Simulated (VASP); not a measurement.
# Te5Pd (P-43m) in VASP: further runs

Runs on Te5Pd. Level: PBE. Tasks: single point.

All numbers are computed with VASP 6.6.1; they aren't measurements. Logs are shortened: lines on timing, memory, paths and dates and some standing lists are left out, and cuts for length are marked.

### Step 1. The cell of the first run

The structure is cubic, space group P-43m (No. 215). Conventional cell: a = 5.835 Å, b = 5.835 Å, c = 5.835 Å, α = 90.00°, β = 90.00°, γ = 90.00°. Te (site symmetry 3m) has 1 Pd at 2.42 Å and 1 Te at 2.64 Å within 3.2 Å. Within 3.5 Å of Te (site symmetry -43m) lie 4 Te at 2.64 Å. Pd (site symmetry -43m) has 4 Te at 2.42 Å within 3.2 Å.

The cell was generated, and may not be a known phase.

### Step 2. Single point, PBE

INCAR reads:

```
  PREC = Accurate
  ENCUT = 520
  EDIFF = 1E-7
  ISMEAR = 0
  SIGMA = 0.1
  LREAL = False
  LASPH = True
  NELM = 60
  ALGO = Normal
  ISIF = 2
  LWAVE = False
  LCHARG = False
  GGA = PE
  NBANDS = 29
```

KPOINTS reads:

```
Automatic mesh
0
Gamma
  4 4 4
```

POSCAR reads:

```
Te5Pd
1.0
    5.8348916600      0.0000000000      0.0000000000
    0.0000000000      5.8348916600      0.0000000000
    0.0000000000      0.0000000000      5.8348916600
Te Pd
5 1
Direct
    0.7608211500      0.7608211500      0.7608211500
    0.2391788500      0.2391788500      0.7608211500
    0.2391788500      0.7608211500      0.2391788500
    0.7608211500      0.2391788500      0.2391788500
    0.5000000000      0.5000000000      0.5000000000
    0.0000000000      0.0000000000      0.0000000000
```

Potentials or basis: VASP PAW PBE potentials, release 64 (Te, Pd).

On the command line:

```
cat potpaw_PBE.64/Te/POTCAR potpaw_PBE.64/Pd/POTCAR > POTCAR
mpirun -np 1 vasp_std > vasp.out
```

OUTCAR:

```text
PREC = Accurate
   ENCUT = 520
   EDIFF = 1E-7
   ISMEAR = 0
   LREAL = False
   LASPH = True
   NELM = 60
   ISIF = 2
   GGA = PE

 ion  position               nearest neighbor table
   1  0.761  0.761  0.761-   6 2.42   5 2.64
   2  0.239  0.239  0.761-   6 2.42   5 2.64
   3  0.239  0.761  0.239-   6 2.42   5 2.64
   4  0.761  0.239  0.239-   6 2.42   5 2.64
   5  0.500  0.500  0.500-   1 2.64   2 2.64   3 2.64   4 2.64
   6  0.000  0.000  0.000-   1 2.42   2 2.42   3 2.42   4 2.42

  LATTYP: Found a simple cubic cell.
 ALAT       =     5.8348916600

  Lattice vectors:

 A1 = (   5.8348916600,   0.0000000000,   0.0000000000)
 A2 = (   0.0000000000,   5.8348916600,   0.0000000000)
 A3 = (   0.0000000000,   0.0000000000,   5.8348916600)

Analysis of symmetry for initial positions (statically):
=====================================================================
 Subroutine PRICEL returns:
 Original cell was already a primitive cell.

 Routine SETGRP: Setting up the symmetry group for a
 simple cubic supercell.

 Subroutine GETGRP returns: Found 24 space group operations
 (whereof 24 operations were pure point group operations)
 out of a pool of 48 trial point group operations.

The static configuration has the point symmetry T_d .

Analysis of symmetry for dynamics (positions and initial velocities):
=====================================================================
 Subroutine PRICEL returns:
 Original cell was already a primitive cell.

 Routine SETGRP: Setting up the symmetry group for a
 simple cubic supercell.

 Subroutine GETGRP returns: Found 24 space group operations
 (whereof 24 operations were pure point group operations)
 out of a pool of 48 trial point group operations.

The dynamic configuration has the point symmetry T_d .

 Subroutine INISYM returns: Found 24 space group operations
 (whereof 24 operations are pure point group operations),
 and found     1 'primitive' translations

----------------------------------------------------------------------------------------

                                     Primitive cell

[... 79 lines left out ...]
   LSORBIT =      F    spin-orbit coupling
   LASPH  =      T    aspherical Exc in radial PAW
   ENCUT  =  520.0 eV  38.22 Ry    6.18 a.u.  10.85 10.85 10.85*2*pi/ulx,y,z
   NELM   =     60;   NELMIN=  2; NELMDL= -5     # of ELM steps
   EDIFF  = 0.1E-06   stopping-criterion for ELM
   LREAL  =      F    real-space projection
   EDIFFG = 0.1E-05   stopping-criterion for IOM
   NSW    =      0    number of steps for IOM
   IBRION =     -1    ionic relax: 0-MD 1-quasi-New 2-CG
   NFREE  =      0    steps in history (QN), initial steepest desc. (CG)
   ISIF   =      2    stress and relaxation
   ISYM   =      2    0-nonsym 1-usesym 2-fastsym
   POTIM  = 0.5000    time-step for ionic-motion
   TEBEG  =    0.0;   TEEND  =   0.0 temperature during run
   PSTRESS=    0.0 pullay stress
   NELECT =      40.0000    total number of electrons
   NUPDOWN=      -1.0000    fix difference up-down
   EMIN   =  10.00;   EMAX   =-10.00  energy-range for DOS
   EFERMI =   0.00;   METHOD = LEGACY
   ISMEAR =     0;   SIGMA  =   0.10  broadening in eV -4-tet -1-fermi 0-gaus
   EFERMI_NEDOS =   21; number of points for ismear=-14 and -15
   IALGO  =     38    algorithm
   IMIX   =      4    mixing-type and parameters
     AMIX     =   0.40;   BMIX     =  1.00
     AMIX_MAG =   1.60;   BMIX_MAG =  1.00
  volume/ion in A,a.u.               =      33.11       223.43
  Fermi-wavevector in a.u.,A,eV,Ry     =   0.959538  1.813263 12.527055  0.920713
  Thomas-Fermi vector in A             =   2.088743
   LORBIT       =      0    0 simple, 1 ext, 2 COOP (PROOUT), +10 PAW based schemes
   GGA     = PE    functional components
   LHFCALC =     F    Hartree Fock is set to
   AEXX    =    0.0000 exact exchange contribution
   IVDW    =     0    specifies the selected vdW correction
   LEPSILON=     F    determine dielectric tensor
   LRPA    =     F    only Hartree local field effects (RPA)
 non-spin polarized calculation
 Gauss-broadening in eV      SIGMA  =   0.10
  energy-cutoff  :      520.00
  volume of cell :      198.65
 maximum number of plane-waves:      5400
 NGX is ok and might be reduce to    48
   NGX = 21   NGY = 21   NGZ = 21

 number of electron      40.0000007 magnetization

 Free energy of the ion-electron system (eV)
  ---------------------------------------------------
  ext. energy  EPLUGINS =         0.00000000
  ---------------------------------------------------
  free energy    TOTEN  =       -16.96135565 eV

  energy without entropy =      -16.94123535  energy(sigma->0) =      -16.95129550

 E-fermi :   5.1299     XC(G=0):  -8.9379

 val. band max:        5.1216598738   @ k =   0.5000   0.5000   0.5000
 cond. band min:       5.1474445218   @ k =   0.5000   0.2500   0.2500
 fundamental gap:      0.0257846480
 Fermi energy:         5.1299453285

 k-point     1 :       0.0000    0.0000    0.0000
  band No.  band energies     occupation
      1      -9.0492      2.00000
      2      -5.8500      2.00000
      3      -5.8500      2.00000
      4      -5.8500      2.00000
      5      -5.0782      2.00000
      6      -0.4192      2.00000
[... 309 lines left out ...]
     28      10.4127      0.00000
     29      11.5883      0.00000

------------------------ aborting loop because EDIFF is reached ----------------------------------------

  FORCE on cell =-STRESS in cart. coord.  units (eV):
  Direction    XX          YY          ZZ          XY          YZ          ZX
  --------------------------------------------------------------------------------------
  -------------------------------------------------------------------------------------
  Total       13.6523535     13.6523535     13.6523535      0.0000000      0.0000000      0.0000000
  in kB      110.1082138    110.1082138    110.1082138      0.0000000      0.0000000      0.0000000
  external PRESSURE =     110.1082138 kB  Pullay stress =       0.0000000 kB

 VOLUME and BASIS-vectors are now :
 -----------------------------------------------------------------------------
  energy-cutoff  :      520.00
  volume of cell :      198.65
      direct lattice vectors                 reciprocal lattice vectors
     5.834891660  0.000000000  0.000000000     0.171382788  0.000000000  0.000000000
     0.000000000  5.834891660  0.000000000     0.000000000  0.171382788  0.000000000
     0.000000000  0.000000000  5.834891660     0.000000000  0.000000000  0.171382788

 POSITION                                       TOTAL-FORCE (eV/Angst)
 -----------------------------------------------------------------------------------
      4.43931      4.43931      4.43931         0.016634      0.016634      0.016634
      1.39558      1.39558      4.43931        -0.016634     -0.016634      0.016634
      1.39558      4.43931      1.39558        -0.016634      0.016634     -0.016634
      4.43931      1.39558      1.39558         0.016634     -0.016634     -0.016634
      2.91745      2.91745      2.91745        -0.000000     -0.000000      0.000000
      0.00000      0.00000      0.00000        -0.000000     -0.000000      0.000000
 -----------------------------------------------------------------------------------
    total drift:                                0.000000      0.000000      0.000000

  FREE ENERGIE OF THE ION-ELECTRON SYSTEM (eV)
  ---------------------------------------------------
  free  energy   TOTEN  =       -16.9613556505 eV

  energy  without entropy=      -16.9412353507  energy(sigma->0) =      -16.95129550
```

OSZICAR:

```text
N       E                     dE             d eps       ncg     rms          rms(c)
DAV:   1     0.211145012848E+03    0.21115E+03   -0.15349E+04   580   0.113E+03
DAV:   2    -0.311802939823E+01   -0.21426E+03   -0.20846E+03   730   0.197E+02
DAV:   3    -0.171190698104E+02   -0.14001E+02   -0.13830E+02   698   0.516E+01
DAV:   4    -0.174204519471E+02   -0.30138E+00   -0.30115E+00   745   0.817E+00
DAV:   5    -0.174239112285E+02   -0.34593E-02   -0.34591E-02   679   0.102E+00    0.194E+01
DAV:   6    -0.170074265098E+02    0.41648E+00   -0.12342E+00   625   0.896E+00    0.120E+01
DAV:   7    -0.170581259610E+02   -0.50699E-01   -0.73189E-01   608   0.897E+00    0.483E+00
DAV:   8    -0.169606676303E+02    0.97458E-01   -0.27471E-01   633   0.623E+00    0.284E+00
DAV:   9    -0.169615597032E+02   -0.89207E-03   -0.28287E-02   655   0.901E-01    0.143E+00
DAV:  10    -0.169621874386E+02   -0.62774E-03   -0.54566E-03   640   0.628E-01    0.754E-01
DAV:  11    -0.169613456137E+02    0.84182E-03   -0.22599E-03   638   0.523E-01    0.150E-01
DAV:  12    -0.169613489129E+02   -0.32992E-05   -0.41398E-04   660   0.998E-02    0.620E-02
DAV:  13    -0.169613525933E+02   -0.36804E-05   -0.10221E-05   714   0.160E-02    0.367E-02
DAV:  14    -0.169613571574E+02   -0.45641E-05   -0.19829E-05   641   0.439E-02    0.134E-02
DAV:  15    -0.169613556953E+02    0.14621E-05   -0.49804E-06   645   0.227E-02    0.900E-03
DAV:  16    -0.169613556505E+02    0.44854E-07   -0.47126E-07   648   0.353E-03
   1 F= -.16961356E+02 E0= -.16951296E+02  d E =-.201203E-01
```

Run time: 92 s. Hardware: 1 thread of Intel Xeon 6975P-C (Granite Rapids), shared host; peak memory 0.33 GiB.

Results:

| Quantity | Value |
| --- | --- |
| Free energy | -16.9614 eV |
| Pressure | 11.0 GPa |
| Largest force | 0.029 eV/Å |
| Band gap on the k mesh | zero (bands 20 and 21 overlap by 1.22 eV) |

Forces in eV/Å, atoms in the order of the input:
```
Te   0.017  0.017  0.017
Te  -0.017 -0.017  0.017
Te  -0.017  0.017 -0.017
Te   0.017 -0.017 -0.017
Te   0.000  0.000  0.000
Pd   0.000  0.000  0.000
```

Caveat: the cell stands under pressure; spin-orbit coupling is left out, which moves the levels of the heavy elements.

### Step 3. Single point, PBE

This run uses another cell than the first one, of 40.84 Å³/atom.

INCAR reads:

```
SYSTEM = Te5Pd
ALGO     = Normal         ! electronic algorithm
EDIFF    = 1E-6           ! SCF threshold, eV
ENCUT    = 520            ! plane-wave cutoff, eV
GGA      = PE             ! functional
ISIF     = 2              ! what is computed and relaxed
ISMEAR   = 0              ! smearing method
LASPH    = .True.         ! aspherical terms in the spheres
LCHARG   = .False.        ! write CHGCAR
LREAL    = .False.        ! projectors in reciprocal space
LWAVE    = .False.        ! write WAVECAR
NBANDS   = 29             ! bands
NELM     = 80             ! most SCF steps
PREC     = Accurate       ! precision mode
SIGMA    = 0.1            ! smearing width, eV
```

KPOINTS reads:

```
k-points
0
Gamma
  4 4 4
  0 0 0
```

POSCAR reads:

```
Te5Pd
1.0
    6.2579002819      0.0000000000      0.0000000000
    0.0000000000      6.2579002819      0.0000000000
    0.0000000000      0.0000000000      6.2579002819
Te Pd
5 1
Direct
    0.7641386810      0.7641386810      0.7641386810
    0.2358613190      0.2358613190      0.7641386810
    0.2358613190      0.7641386810      0.2358613190
    0.7641386810      0.2358613190      0.2358613190
    0.5000000000      0.5000000000      0.5000000000
    0.0000000000      0.0000000000      0.0000000000
```

Potentials or basis: VASP PAW PBE potentials, release 64 (Te, Pd).

On the command line:

```
cat potpaw_PBE.64/Te/POTCAR potpaw_PBE.64/Pd/POTCAR > POTCAR
mpirun -np 1 vasp_std > vasp.out
```

It took 1.8 min on 1 thread of Intel Xeon 6975P-C (Granite Rapids), shared host; peak memory 0.33 GiB.

It converged, with:

- Free energy: -18.2601 eV
- Pressure: 0.0 GPa
- Largest force: 0.015 eV/Å
- Band gap on the k mesh: zero (bands 20 and 21 overlap by 0.84 eV)

Forces in eV/Å, atoms in the order of the input:
```
Te   0.008  0.008  0.008
Te  -0.008 -0.008  0.008
Te  -0.008  0.008 -0.008
Te   0.008 -0.008 -0.008
Te   0.000  0.000  0.000
Pd   0.000  0.000  0.000
```

Levels at points of the mesh, in eV from the Fermi level:
| k point | band 18 | band 19 | band 20 | band 21 | band 22 | band 23 |
| --- | --- | --- | --- | --- | --- | --- |
| (0.00, 0.00, 0.00) | -0.62 | -0.62 | 0.57 | 0.57 | 0.57 | 1.10 |
| (0.50, 0.00, 0.00) | -0.72 | -0.72 | -0.26 | -0.26 | 0.58 | 0.81 |
| (0.50, 0.50, 0.00) | -0.31 | -0.31 | -0.03 | 0.42 | 0.80 | 0.86 |
| (0.50, 0.50, 0.50) | 0.02 | 0.02 | 0.02 | 0.37 | 0.37 | 1.51 |

Caveat: spin-orbit coupling is left out, which moves the levels of the heavy elements.

The gap in the log of VASP goes by the Fermi energy; the results here count the filled bands.